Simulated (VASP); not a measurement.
# AgB2 (P6/mmm) in VASP: a series of runs, part 2 of 2

VASP 6.6.1. The steps go on from the part before.

## (3) Electric field gradients, PBEsol (8.75 Å³/atom)

This run uses another cell than the first one, of 8.75 Å³/atom.

Contents of INCAR:

```
SYSTEM = AgB2
ALGO = Normal
EDIFF = 1E-8
ENCUT = 520
GGA = PS
ISIF = 2
ISMEAR = -1
LASPH = .TRUE.
LCHARG = .FALSE.
LEFG = .TRUE.
LREAL = .FALSE.
LWAVE = .FALSE.
NBANDS = 16
NELM = 100
PREC = Accurate
SIGMA = 0.05
```

Contents of KPOINTS:

```
k-points
0
G
  16 16 13
  0 0 0
```

Contents of POSCAR:

```
AgB2
1.0
    3.0394798736      0.0000000000      0.0000000000
   -1.5197399368      2.6322667848      0.0000000000
    0.0000000000      0.0000000000      3.2826364684
Ag B
1 2
Direct
    0.0000000000      0.0000000000      0.0000000000
    0.3333333333      0.6666666667      0.5000000000
    0.6666666667      0.3333333333      0.5000000000
```

Potentials or basis: VASP PAW PBE potentials, release 64 (Ag, B).

Started as:

```sh
> cat potpaw_PBE.64/Ag/POTCAR potpaw_PBE.64/B/POTCAR > POTCAR
> mpirun -np 1 vasp_std > vasp.out
```

OUTCAR:

```text
SYSTEM = AgB2
   EDIFF = 1E-8
   ENCUT = 520
   GGA = PS
   ISIF = 2
   ISMEAR = -1
   LASPH = .TRUE.
   LREAL = .FALSE.
   NELM = 100
   PREC = Accurate

 ion  position               nearest neighbor table
   1  0.000  0.000  0.000-   2 2.40   3 2.40   2 2.40   3 2.40   2 2.40   2 2.40   3 2.40   3 2.40
                             3 2.40   3 2.40   2 2.40   2 2.40
   2  0.333  0.667  0.500-   3 1.75   3 1.75   3 1.75   1 2.40   1 2.40   1 2.40   1 2.40   1 2.40
                             1 2.40
   3  0.667  0.333  0.500-   2 1.75   2 1.75   2 1.75   1 2.40   1 2.40   1 2.40   1 2.40   1 2.40
                             1 2.40

  LATTYP: Found a hexagonal cell.
 ALAT       =     3.0394798736
 C/A-ratio  =     1.0799994094

  Lattice vectors:

 A1 = (   3.0394798736,   0.0000000000,   0.0000000000)
 A2 = (  -1.5197399368,   2.6322667848,   0.0000000000)
 A3 = (   0.0000000000,   0.0000000000,   3.2826364684)

Analysis of symmetry for initial positions (statically):
=====================================================================
 Subroutine PRICEL returns:
 Original cell was already a primitive cell.

 Routine SETGRP: Setting up the symmetry group for a
 hexagonal supercell.

 Subroutine GETGRP returns: Found 24 space group operations
 (whereof 24 operations were pure point group operations)
 out of a pool of 24 trial point group operations.

[... 173 lines left out ...]
      1      -3.9901      2.00000
      2       3.1609      2.00000
      3       3.6558      2.00000
      4       3.6558      2.00000
      5       5.1180      2.00000
      6       5.1180      2.00000
[... 433 lines left out ...]
      3       3.1948      2.00000
      4       3.3354      2.00000
      5       4.5558      2.00000
      6       4.9460      2.00000
[... 8 lines left out ...]
     15      23.8346      0.00000
     16      25.0185      0.00000

 [... further k-points ...]

------------------------ aborting loop because EDIFF is reached ----------------------------------------

  FORCE on cell =-STRESS in cart. coord.  units (eV):
  Direction    XX          YY          ZZ          XY          YZ          ZX
  --------------------------------------------------------------------------------------
  -------------------------------------------------------------------------------------
  Total        3.7843622      3.7843622      8.8927667      0.0000000      0.0000000      0.0000000
  in kB      230.8613919    230.8613918    542.4947177      0.0000000      0.0000000      0.0000000
  external PRESSURE =     334.7391671 kB  Pullay stress =       0.0000000 kB

 VOLUME and BASIS-vectors are now :
 -----------------------------------------------------------------------------
  energy-cutoff  :      520.00
  volume of cell :       26.26
      direct lattice vectors                 reciprocal lattice vectors
     3.039479874  0.000000000  0.000000000     0.329003659  0.189950351  0.000000000
    -1.519739937  2.632266785  0.000000000     0.000000000  0.379900702  0.000000000
     0.000000000  0.000000000  3.282636468     0.000000000  0.000000000  0.304633184

 POSITION                                       TOTAL-FORCE (eV/Angst)
 -----------------------------------------------------------------------------------
      0.00000      0.00000      0.00000         0.000000      0.000000      0.000000
     -0.00000      1.75484      1.64132        -0.000000      0.000000      0.000000
      1.51974      0.87742      1.64132         0.000000      0.000000      0.000000
 -----------------------------------------------------------------------------------
    total drift:                               -0.000000      0.000000      0.000000

  FREE ENERGIE OF THE ION-ELECTRON SYSTEM (eV)
  ---------------------------------------------------
  free  energy   TOTEN  =       -15.0667830578 eV

  energy  without entropy=      -15.0547371850  energy(sigma->0) =      -15.06076012

 Electric field gradients (V/A^2)
---------------------------------------------------------------------
 ion       V_xx      V_yy      V_zz      V_xy      V_xz      V_yz
---------------------------------------------------------------------
   1      35.044    35.044   -70.088     0.000     0.000     0.000
   2     -14.415   -14.415    28.830    -0.000     0.000    -0.000
   3     -14.415   -14.415    28.830    -0.000     0.000     0.000
---------------------------------------------------------------------

 Electric field gradients after diagonalization (V/A^2)
 (convention: |V_zz| > |V_xx| > |V_yy|)
----------------------------------------------------------------------
 ion       V_xx      V_yy      V_zz     asymmetry (V_yy - V_xx)/ V_zz
----------------------------------------------------------------------
   1      35.045    35.044   -70.088       0.000
   2     -14.415   -14.415    28.830       0.000
   3     -14.415   -14.415    28.830       0.000
----------------------------------------------------------------------

           NMR quadrupolar parameters

 Cq : quadrupolar parameter    Cq=e*Q*V_zz/h
 eta: asymmetry parameters     (V_yy - V_xx)/ V_zz
 Q  : nuclear electric quadrupole moment in mb (millibarn)
----------------------------------------------------------------------
 ion       Cq(MHz)       eta       Q (mb)
----------------------------------------------------------------------
   1      -0.169       0.000       1.000
   2       0.070       0.000       1.000
   3       0.070       0.000       1.000
----------------------------------------------------------------------
```

OSZICAR:

```text
N       E                     dE             d eps       ncg     rms          rms(c)
DAV:   1     0.664379121251E+02    0.66438E+02   -0.78951E+03  6816   0.982E+02
DAV:   2    -0.174867036563E+02   -0.83925E+02   -0.76745E+02  8824   0.224E+02
DAV:   3    -0.191428338544E+02   -0.16561E+01   -0.16518E+01  7448   0.319E+01
DAV:   4    -0.191470223598E+02   -0.41885E-02   -0.41882E-02  9024   0.173E+00
DAV:   5    -0.191470476714E+02   -0.25312E-04   -0.25311E-04  7584   0.130E-01    0.173E+01
DAV:   6    -0.153925172835E+02    0.37545E+01   -0.81915E+00  7800   0.451E+01    0.156E+01
DAV:   7    -0.151258366050E+02    0.26668E+00   -0.14691E+00  7192   0.137E+01    0.741E+00
DAV:   8    -0.150696663813E+02    0.56170E-01   -0.10297E-01  8488   0.274E+00    0.156E+00
DAV:   9    -0.150677191936E+02    0.19472E-02   -0.48473E-03  7840   0.989E-01    0.170E-01
DAV:  10    -0.150667816548E+02    0.93754E-03   -0.15967E-03  7384   0.379E-01    0.632E-02
DAV:  11    -0.150667830172E+02   -0.13624E-05   -0.81620E-05  7576   0.758E-02    0.114E-02
DAV:  12    -0.150667831929E+02   -0.17566E-06   -0.22942E-06  8784   0.198E-02    0.330E-03
DAV:  13    -0.150667830666E+02    0.12630E-06   -0.32295E-07  7512   0.703E-03    0.629E-04
DAV:  14    -0.150667830578E+02    0.87864E-08   -0.12913E-08  5744   0.927E-04
   1 F= -.15066783E+02 E0= -.15060760E+02  d E =-.120459E-01
```

It took 2 min on 1 thread of AMD EPYC 7R13, shared host; peak memory 0.18 GiB.

What came out:

```yaml
Free_energy: -15.0668 eV
Pressure: 33.5 GPa
Band_gap_on_the_k_mesh: zero (an odd number of electrons rules out a gap without spin polarisation)
Largest_electric_field_gradient_by_atom: Ag -70.1; B +28.8 V/Å²
```

Levels at points of the mesh, in eV from the Fermi level:
| k point | band 6 | band 7 | band 8 | band 9 | band 10 | band 11 |
| --- | --- | --- | --- | --- | --- | --- |
| (0.00, 0.00, 0.00) | -4.94 | -3.11 | 1.05 | 1.05 | 5.38 | 5.50 |
| (0.50, 0.00, 0.00) | -4.43 | -3.25 | -3.21 | 2.89 | 4.15 | 6.00 |

Electric field gradients, principal values (V/Å²):
| atom | least | middle | greatest (by size) |
| --- | --- | --- | --- |
| 1 Ag | 35.044 | 35.045 | -70.088 |
| 2 B | -14.415 | -14.415 | 28.830 |
| 3 B | -14.415 | -14.415 | 28.830 |

Caveat: the stress differs along the axes, from 23 to 54 GPa; without QUAD_EFG the Cq values of the log hold for a quadrupole moment of 1 mb, not for the nuclei; the PAW data sets were made with another functional, which shifts forces and pressure a little.

## (4) Electric field gradients, PBEsol (8.75 Å³/atom)

This run uses another cell than the first one, of 8.75 Å³/atom.

Contents of INCAR:

```
PREC = Accurate
ENCUT = 520
EDIFF = 1E-8
ISMEAR = -1
SIGMA = 0.05
LREAL = F
LASPH = T
NELM = 60
ALGO = Normal
ISIF = 2
LWAVE = F
LCHARG = F
GGA = PS
LEFG = T
NBANDS = 16
```

Contents of KPOINTS:

```
Automatic mesh
0
Gamma
  16 16 13
```

POSCAR is that of step 3.

Potentials or basis: VASP PAW PBE potentials, release 64 (Ag, B).

Started as:

```sh
> cat potpaw_PBE.64/Ag/POTCAR potpaw_PBE.64/B/POTCAR > POTCAR
> mpirun -np 1 vasp_std > vasp.out
```

OUTCAR:

```text
PREC = Accurate
   ENCUT = 520
   EDIFF = 1E-8
   ISMEAR = -1
   LREAL = F
   LASPH = T
   NELM = 60
   ISIF = 2
   GGA = PS

 ion  position               nearest neighbor table
   1  0.000  0.000  0.000-   2 2.40   3 2.40   2 2.40   3 2.40   2 2.40   2 2.40   3 2.40   3 2.40
                             3 2.40   3 2.40   2 2.40   2 2.40
   2  0.333  0.667  0.500-   3 1.75   3 1.75   3 1.75   1 2.40   1 2.40   1 2.40   1 2.40   1 2.40
                             1 2.40
   3  0.667  0.333  0.500-   2 1.75   2 1.75   2 1.75   1 2.40   1 2.40   1 2.40   1 2.40   1 2.40
                             1 2.40

  LATTYP: Found a hexagonal cell.
[... 684 lines left out ...]
---------------------------------------------------------------------
 ion       V_xx      V_yy      V_zz      V_xy      V_xz      V_yz
---------------------------------------------------------------------
   1      35.044    35.044   -70.088     0.000     0.000     0.000
   2     -14.415   -14.415    28.830    -0.000     0.000    -0.000
   3     -14.415   -14.415    28.830    -0.000     0.000     0.000
---------------------------------------------------------------------

 Electric field gradients after diagonalization (V/A^2)
 (convention: |V_zz| > |V_xx| > |V_yy|)
----------------------------------------------------------------------
 ion       V_xx      V_yy      V_zz     asymmetry (V_yy - V_xx)/ V_zz
----------------------------------------------------------------------
   1      35.045    35.044   -70.088       0.000
   2     -14.415   -14.415    28.830       0.000
   3     -14.415   -14.415    28.830       0.000
----------------------------------------------------------------------

           NMR quadrupolar parameters

 Cq : quadrupolar parameter    Cq=e*Q*V_zz/h
 eta: asymmetry parameters     (V_yy - V_xx)/ V_zz
 Q  : nuclear electric quadrupole moment in mb (millibarn)
----------------------------------------------------------------------
 ion       Cq(MHz)       eta       Q (mb)
----------------------------------------------------------------------
   1      -0.169       0.000       1.000
   2       0.070       0.000       1.000
   3       0.070       0.000       1.000
----------------------------------------------------------------------
```

OSZICAR:

```text
N       E                     dE             d eps       ncg     rms          rms(c)
DAV:   1     0.664379121251E+02    0.66438E+02   -0.78951E+03  6816   0.982E+02
DAV:   2    -0.174867036563E+02   -0.83925E+02   -0.76745E+02  8824   0.224E+02
DAV:   3    -0.191428338544E+02   -0.16561E+01   -0.16518E+01  7448   0.319E+01
DAV:   4    -0.191470223598E+02   -0.41885E-02   -0.41882E-02  9024   0.173E+00
DAV:   5    -0.191470476714E+02   -0.25312E-04   -0.25311E-04  7584   0.130E-01    0.173E+01
DAV:   6    -0.153925172835E+02    0.37545E+01   -0.81915E+00  7800   0.451E+01    0.156E+01
DAV:   7    -0.151258366050E+02    0.26668E+00   -0.14691E+00  7192   0.137E+01    0.741E+00
DAV:   8    -0.150696663813E+02    0.56170E-01   -0.10297E-01  8488   0.274E+00    0.156E+00
DAV:   9    -0.150677191936E+02    0.19472E-02   -0.48473E-03  7840   0.989E-01    0.170E-01
DAV:  10    -0.150667816548E+02    0.93754E-03   -0.15967E-03  7384   0.379E-01    0.632E-02
DAV:  11    -0.150667830172E+02   -0.13624E-05   -0.81620E-05  7576   0.758E-02    0.114E-02
DAV:  12    -0.150667831929E+02   -0.17566E-06   -0.22942E-06  8784   0.198E-02    0.330E-03
DAV:  13    -0.150667830666E+02    0.12630E-06   -0.32295E-07  7512   0.703E-03    0.629E-04
DAV:  14    -0.150667830578E+02    0.87864E-08   -0.12913E-08  5744   0.927E-04
   1 F= -.15066783E+02 E0= -.15060760E+02  d E =-.120459E-01
```

Run time: 2.1 min. Hardware: 1 thread of AMD EPYC 7R13, shared host; peak memory 0.18 GiB.

What came out:

* Free energy: -15.0668 eV
* Pressure: 33.5 GPa
* Band gap on the k mesh: zero (an odd number of electrons rules out a gap without spin polarisation)
* Largest electric field gradient by atom: Ag -70.1; B +28.8 V/Å²

Levels at points of the mesh, in eV from the Fermi level:
```tsv
k point	band 6	band 7	band 8	band 9	band 10	band 11
(0.00, 0.00, 0.00)	-4.94	-3.11	1.05	1.05	5.38	5.50
(0.50, 0.00, 0.00)	-4.43	-3.25	-3.21	2.89	4.15	6.00
```

Electric field gradients, principal values (V/Å²):
```tsv
atom	least	middle	greatest (by size)
1 Ag	35.044	35.045	-70.088
2 B	-14.415	-14.415	28.830
3 B	-14.415	-14.415	28.830
```

Caveat: the stress differs along the axes, from 23 to 54 GPa; without QUAD_EFG the Cq values of the log hold for a quadrupole moment of 1 mb, not for the nuclei; the PAW data sets were made with another functional, which shifts forces and pressure a little.
